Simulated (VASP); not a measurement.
# Ir (Pm-3m) in VASP: further runs

Runs on Ir. Level: LDA. Tasks: density of states.

Program: VASP 6.6.1. These are calculated values, not measurements. Logs are shortened: lines on timing, memory, paths and dates and some standing lists are left out, and cuts for length are marked.

**1. The cell of the first run**

It takes space group Pm-3m (No. 221, cubic). The conventional cell has a = 2.384 Å, b = 2.384 Å, c = 2.384 Å, α = 90.00°, β = 90.00°, γ = 90.00°. Ir (site symmetry m-3m) has 6 Ir at 2.38 Å within 3.1 Å.

**2. Density of states, LDA (volume scaled by 0.84)**

Input file POSCAR:

```
Ir
1.0
    2.3841419443      0.0000000000      0.0000000000
    0.0000000000      2.3841419443      0.0000000000
    0.0000000000      0.0000000000      2.3841419443
Ir
1
Direct
    0.0000000000      0.0000000000      0.0000000000
```

Input file INCAR.step1:

```
SYSTEM = Ir
  ALGO = Normal
  EDIFF = 1E-6
  ENCUT = 520
  GGA = CA
  ISIF = 2
  ISMEAR = -1
  LASPH = .True.
  LCHARG = .True.
  LMAXMIX = 4
  LREAL = .False.
  LWAVE = .False.
  NBANDS = 10
  NELM = 100
  PREC = Accurate
  SIGMA = 0.1
```

Input file KPOINTS.step1:

```
k-points
0
Gamma
  15 15 15
  0 0 0
```

Input file INCAR.step2:

```
SYSTEM = Ir
  ALGO = Normal
  EDIFF = 1E-6
  ENCUT = 520
  GGA = CA
  ICHARG = 11
  ISIF = 2
  ISMEAR = -5
  LASPH = .True.
  LCHARG = .False.
  LMAXMIX = 4
  LORBIT = 11
  LREAL = .False.
  LWAVE = .False.
  NBANDS = 10
  NEDOS = 1001
  NELM = 100
  PREC = Accurate
  SIGMA = 0.1
```

Input file KPOINTS.step2:

```
k-points
0
Gamma
  23 23 23
  0 0 0
```

Potentials or basis: VASP PAW LDA potentials, release 64 (Ir).

Run with:

```
> cat potpaw_LDA.64/Ir/POTCAR > POTCAR
> cp INCAR.step1 INCAR
> cp KPOINTS.step1 KPOINTS
> mpirun -np 1 vasp_std > vasp.out
> cp INCAR.step2 INCAR
> cp KPOINTS.step2 KPOINTS
> mpirun -np 1 vasp_std > vasp.out
```

OUTCAR:

```text
SYSTEM = Ir
   EDIFF = 1E-6
   ENCUT = 520
   GGA = CA
   ICHARG = 11
   ISIF = 2
   ISMEAR = -5
   LASPH = .True.
   LORBIT = 11
   LREAL = .False.
   NELM = 100
   PREC = Accurate

 ion  position               nearest neighbor table
   1  0.000  0.000  0.000-

  LATTYP: Found a simple cubic cell.
 ALAT       =     2.3841419443

  Lattice vectors:

 A1 = (   2.3841419443,   0.0000000000,   0.0000000000)
 A2 = (   0.0000000000,   2.3841419443,   0.0000000000)
 A3 = (   0.0000000000,   0.0000000000,   2.3841419443)

Analysis of symmetry for initial positions (statically):
=====================================================================
 Subroutine PRICEL returns:
 Original cell was already a primitive cell.

 Routine SETGRP: Setting up the symmetry group for a
 simple cubic supercell.

 Subroutine GETGRP returns: Found 48 space group operations
 (whereof 48 operations were pure point group operations)
 out of a pool of 48 trial point group operations.

The static configuration has the point symmetry O_h .

Analysis of symmetry for dynamics (positions and initial velocities):
=====================================================================
 Subroutine PRICEL returns:
 Original cell was already a primitive cell.

 Routine SETGRP: Setting up the symmetry group for a
 simple cubic supercell.

 Subroutine GETGRP returns: Found 48 space group operations
 (whereof 48 operations were pure point group operations)
 out of a pool of 48 trial point group operations.

The dynamic configuration has the point symmetry O_h .

 Subroutine INISYM returns: Found 48 space group operations
 (whereof 48 operations are pure point group operations),
 and found     1 'primitive' translations

----------------------------------------------------------------------------------------

                                     Primitive cell

  volume of cell :      13.5518

  direct lattice vectors                    reciprocal lattice vectors
     2.384141944  0.000000000  0.000000000     0.419438114  0.000000000  0.000000000
     0.000000000  2.384141944  0.000000000     0.000000000  0.419438114  0.000000000
     0.000000000  0.000000000  2.384141944     0.000000000  0.000000000  0.419438114

  length of vectors
     2.384141944  2.384141944  2.384141944     0.419438114  0.419438114  0.419438114

  position of ions in fractional coordinates (direct lattice)
     0.000000000  0.000000000  0.000000000

  ion indices of the primitive-cell ions
   primitive index   ion index
                 1           1

----------------------------------------------------------------------------------------

 KPOINTS: k-points

Automatic generation of k-mesh.
 Grid dimensions read from file:
 generate k-points for:   23   23   23

 Generating k-lattice:

  Cartesian coordinates                     Fractional coordinates (reciprocal lattice)
     0.018236440  0.000000000  0.000000000     0.043478261  0.000000000  0.000000000
     0.000000000  0.018236440  0.000000000     0.000000000  0.043478261  0.000000000
     0.000000000  0.000000000  0.018236440     0.000000000  0.000000000  0.043478261

  Length of vectors
     0.018236440  0.018236440  0.018236440

  Shift w.r.t. Gamma in fractional coordinates (k-lattice)
     0.000000000  0.000000000  0.000000000

 TETIRR: Found   6051 inequivalent tetrahedra from    73002

 Subroutine IBZKPT returns following result:
 ===========================================

 Found    364 irreducible k-points:

 Following reciprocal coordinates:
            Coordinates               Weight
  0.000000  0.000000  0.000000      1.000000
  0.043478  0.000000  0.000000      6.000000
  0.086957  0.000000  0.000000      6.000000
  0.130435  0.000000  0.000000      6.000000
  0.173913  0.000000  0.000000      6.000000
  0.217391  0.000000  0.000000      6.000000
[... 16 lines left out ...]
  0.478261  0.043478  0.000000     24.000000
  0.086957  0.086957  0.000000     12.000000
 [... further k-points ...]
   k-points           NKPTS =    364   k-points in BZ     NKDIM =    364   number of bands    NBANDS=     10
   number of dos      NEDOS =   1001   number of ions     NIONS =      1
   total plane-waves  NPLWV =   5832
   dimension x,y,z NGX =    18 NGY =   18 NGZ =   18
   dimension x,y,z NGXF=    36 NGYF=   36 NGZF=   36
   ions per type =               1
   NGX,Y,Z   is equivalent  to a cutoff of  12.55, 12.55, 12.55 a.u.
   NGXF,Y,Z  is equivalent  to a cutoff of  25.10, 25.10, 25.10 a.u.
 SYSTEM =  Ir
   PREC   = accura    normal or accurate (medium, high low for compatibility)
   ISTART =      0    job   : 0-new  1-cont  2-samecut
   ICHARG =     11    charge: 1-file 2-atom 10-const
   ISPIN  =      1    spin polarized calculation?
   LNONCOLLINEAR =      F non collinear calculations
   LSORBIT =      F    spin-orbit coupling
   LASPH  =      T    aspherical Exc in radial PAW
   ENCUT  =  520.0 eV  38.22 Ry    6.18 a.u.   4.43  4.43  4.43*2*pi/ulx,y,z
   NELM   =    100;   NELMIN=  2; NELMDL=  0     # of ELM steps
   EDIFF  = 0.1E-05   stopping-criterion for ELM
   LREAL  =      F    real-space projection
   EDIFFG = 0.1E-04   stopping-criterion for IOM
   NSW    =      0    number of steps for IOM
   IBRION =     -1    ionic relax: 0-MD 1-quasi-New 2-CG
   NFREE  =      0    steps in history (QN), initial steepest desc. (CG)
   ISIF   =      2    stress and relaxation
   ISYM   =      2    0-nonsym 1-usesym 2-fastsym
   POTIM  = 0.5000    time-step for ionic-motion
   TEBEG  =    0.0;   TEEND  =   0.0 temperature during run
   PSTRESS=    0.0 pullay stress
   NELECT =       9.0000    total number of electrons
   NUPDOWN=      -1.0000    fix difference up-down
   EMIN   =  10.00;   EMAX   =-10.00  energy-range for DOS
   EFERMI =   0.00;   METHOD = LEGACY
   ISMEAR =    -5;   SIGMA  =   0.10  broadening in eV -4-tet -1-fermi 0-gaus
   EFERMI_NEDOS =   21; number of points for ismear=-14 and -15
   IALGO  =     38    algorithm
   IMIX   =      4    mixing-type and parameters
     AMIX     =   0.40;   BMIX     =  1.00
     AMIX_MAG =   1.60;   BMIX_MAG =  1.00
  volume/ion in A,a.u.               =      13.55        91.45
  Fermi-wavevector in a.u.,A,eV,Ry     =   1.428314  2.699121 27.756968  2.040080
  Thomas-Fermi vector in A             =   2.548389
   LORBIT       =     11    0 simple, 1 ext, 2 COOP (PROOUT), +10 PAW based schemes
   GGA     = CA    functional components
   LHFCALC =     F    Hartree Fock is set to
   AEXX    =    0.0000 exact exchange contribution
   IVDW    =     0    specifies the selected vdW correction
   LEPSILON=     F    determine dielectric tensor
   LRPA    =     F    only Hartree local field effects (RPA)
 non-spin polarized calculation
 Fermi weights with tetrahedron method with Bloechl corrections
  energy-cutoff  :      520.00
  volume of cell :       13.55
 maximum number of plane-waves:       380
 NGX is ok and might be reduce to    18

 number of electron       9.0000003 magnetization

 Free energy of the ion-electron system (eV)
  ---------------------------------------------------
  ext. energy  EPLUGINS =         0.00000000
  ---------------------------------------------------
  free energy    TOTEN  =        -8.68724384 eV

  energy without entropy =       -8.68724384  energy(sigma->0) =       -8.68724384

 E-fermi :  10.9724     XC(G=0): -14.2227

 val. band max:       11.0405277058   @ k =   0.2174   0.2174   0.0000
 cond. band min:      10.9001323501   @ k =   0.1739   0.1739   0.1304
 fundamental gap:     -0.1403953557
 Fermi energy:        10.9724216062

 k-point     1 :       0.0000    0.0000    0.0000
  band No.  band energies     occupation
      1      -0.2776      2.00000
      2       2.7994      2.00000
      3       2.7994      2.00000
      4      12.8924      0.00000
      5      12.8924      0.00000
      6      12.8924      0.00000
      7      28.0410      0.00000
      8      28.0410      0.00000
      9      28.0410      0.00000
     10      35.3009      0.00000

 k-point     2 :       0.0435    0.0000    0.0000
  band No.  band energies     occupation
      1      -0.2030      2.00000
      2       2.8163      2.00000
      3       2.8809      2.00000
      4      12.7892      0.00000
      5      12.7892      0.00000
      6      12.9000      0.00000
      7      27.5840      0.00000
      8      28.1906      0.00000
      9      28.1906      0.00000
     10      35.6471      0.00000

 k-point     3 :       0.0870    0.0000    0.0000
  band No.  band energies     occupation
      1       0.0105      2.00000
      2       2.8660      2.00000
      3       3.1297      2.00000
      4      12.4975      0.00000
      5      12.4975      0.00000
      6      12.9223      0.00000
      7      26.4860      0.00000
      8      28.6189      0.00000
      9      28.6189      0.00000
     10      35.8796      0.00000

 k-point     4 :       0.1304    0.0000    0.0000
  band No.  band energies     occupation
      1       0.3339      2.00000
      2       2.9457      2.00000
      3       3.5550      2.00000
      4      12.0632      0.00000
      5      12.0632      0.00000
      6      12.9577      0.00000
      7      25.1395      0.00000
      8      29.2729      0.00000
      9      29.2729      0.00000
     10      34.3824      0.00000
[... 222 lines left out ...]
 k-point    22 :       0.4348    0.0435    0.0000
  band No.  band energies     occupation
      1       3.0725      2.00000
      2       3.8280      2.00000
      3       8.1283      2.00000
      4       8.9950      2.00000
      5       9.7924      2.01694
      6      13.2085      0.00000
      7      19.0874      0.00000
      8      27.6581      0.00000
      9      33.2113      0.00000
     10      35.0132      0.00000

 k-point    23 :       0.4783    0.0435    0.0000
  band No.  band energies     occupation
      1       3.2078      2.00000
      2       3.8699      2.00000
      3       8.1100      2.00000
      4       8.8801      2.00000
      5       9.9668      2.06378
      6      13.2249      0.00000
      7      19.0338      0.00000
      8      27.4426      0.00000
      9      32.8339      0.00000
     10      35.1709      0.00000

 k-point    24 :       0.0870    0.0870    0.0000
  band No.  band energies     occupation
      1       0.3039      2.00000
      2       3.0691      2.00000
      3       3.3159      2.00000
      4      12.0828      0.00000
      5      12.4562      0.00000
      6      12.6075      0.00000
      7      26.7382      0.00000
      8      27.3358      0.00000
      9      29.2019      0.00000
     10      35.4269      0.00000

 [... further k-points ...]
[... 5 lines left out ...]
  --------------------------------------------------------------------------------------
  -------------------------------------------------------------------------------------
  Total        6.7502891      6.7502891      6.7502891      0.0000000     -0.0000000      0.0000000
  in kB      798.0619966    798.0619966    798.0619966      0.0000000     -0.0000000      0.0000000
  external PRESSURE =     798.0619966 kB  Pullay stress =       0.0000000 kB

 VOLUME and BASIS-vectors are now :
 -----------------------------------------------------------------------------
  energy-cutoff  :      520.00
  volume of cell :       13.55
      direct lattice vectors                 reciprocal lattice vectors
     2.384141944  0.000000000  0.000000000     0.419438114  0.000000000  0.000000000
     0.000000000  2.384141944  0.000000000     0.000000000  0.419438114  0.000000000
     0.000000000  0.000000000  2.384141944     0.000000000  0.000000000  0.419438114

 POSITION                                       TOTAL-FORCE (eV/Angst)
 -----------------------------------------------------------------------------------
      0.00000      0.00000      0.00000         0.000000      0.000000      0.000000
 -----------------------------------------------------------------------------------
    total drift:                               -0.000000      0.000000     -0.000000

  FREE ENERGIE OF THE ION-ELECTRON SYSTEM (eV)
  ---------------------------------------------------
  free  energy   TOTEN  =        -8.6872438368 eV

  energy  without entropy=       -8.6872438368  energy(sigma->0) =       -8.68724384

 total charge

# of ion       s       p       d       tot
------------------------------------------
    1        0.857   0.757   7.419   9.033
```

Run time: 72 s. Hardware: 1 thread of AMD EPYC 7R13, shared host; peak memory 0.14 GiB.

Caveat: spin-orbit coupling is left out, which moves the levels of the heavy elements; tetrahedron occupations give inexact forces and stress in metals.

(Continued in part 2 of 2.)
